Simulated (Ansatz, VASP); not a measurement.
NaF: VASP beside Ansatz

```
Na F
1.0
     3.86807    0.00000    0.00000
    -1.93403    3.34984    0.00000
     0.00000    0.00000    4.55141
Na F
2 2
Direct
  0.33333 0.66667 0.25000
  0.66667 0.33333 0.75000
  0.66667 0.33333 0.25000
  0.33333 0.66667 0.75000
```

Alike in both runs: task single point; functional LDA; k mesh 6 × 6 × 4; no spin polarisation.

|  | VASP | Ansatz |
| --- | --- | --- |
| version | VASP 6.6.1 | Ansatz 0.2.0 |
| potentials or method | VASP PAW LDA potentials, release 64 (Na_pv, F) | plane waves, PAW |
| plane-wave cutoff (eV) | 520 | 420 |
| occupations | gaussian, width 0.01 eV | fixed |
| valence electrons in the cell | 28 | 32 |

```csv
,VASP,Ansatz,Ansatz less VASP
gap on the k mesh at the Fermi level (eV),5.37,5.39,+0.021
```

LDA's correlation is that of Perdew and Zunger in VASP and of Perdew and Wang (1992) in Ansatz. VASP's potentials hold 28 valence electrons a cell and Ansatz's 32, so a difference there can come from the potentials and not from the codes.
